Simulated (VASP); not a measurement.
Here is a VASP 6.6.1 calculation.

INCAR

```
PREC = Accurate
ENCUT = 520
EDIFF = 1E-7
ISMEAR = -1
SIGMA = 0.05
LREAL = False
LASPH = True
NELM = 60
ALGO = Normal
ISIF = 2
LWAVE = False
LCHARG = True
GGA = RP
LELF = True
LVHAR = True
NBANDS = 28
```

Contents of KPOINTS:

```
Automatic mesh
0
Gamma
  7 7 6
```

Contents of POSCAR:

```
PbS
1.0
    2.0799526950     -5.9912968650      0.0000000000
    2.0799526950      5.9912968650      0.0000000000
    0.0000000000      0.0000000000      4.2793209400
Pb S
2 2
Direct
    0.1305633500      0.8694366500      0.2500000000
    0.8694366500      0.1305633500      0.7500000000
    0.3547970900      0.6452029100      0.2500000000
    0.6452029100      0.3547970900      0.7500000000
```

Potentials or basis: VASP PAW PBE potentials, release 64 (Pb_d, S).

Command:

```sh
$ cat potpaw_PBE.64/Pb_d/POTCAR potpaw_PBE.64/S/POTCAR > POTCAR
$ mpirun -np 1 vasp_std > vasp.out
```

(1) Estimate the largest force.

(2) Predict the band gap on the k mesh.

## Answers

(1) 0.134 eV/Å.

(2) 1.34 eV, indirect (least direct gap 1.52 eV).

Caveat: the PAW data sets were made with another functional, which shifts forces and pressure a little; spin-orbit coupling is left out, which moves the levels of the heavy elements.
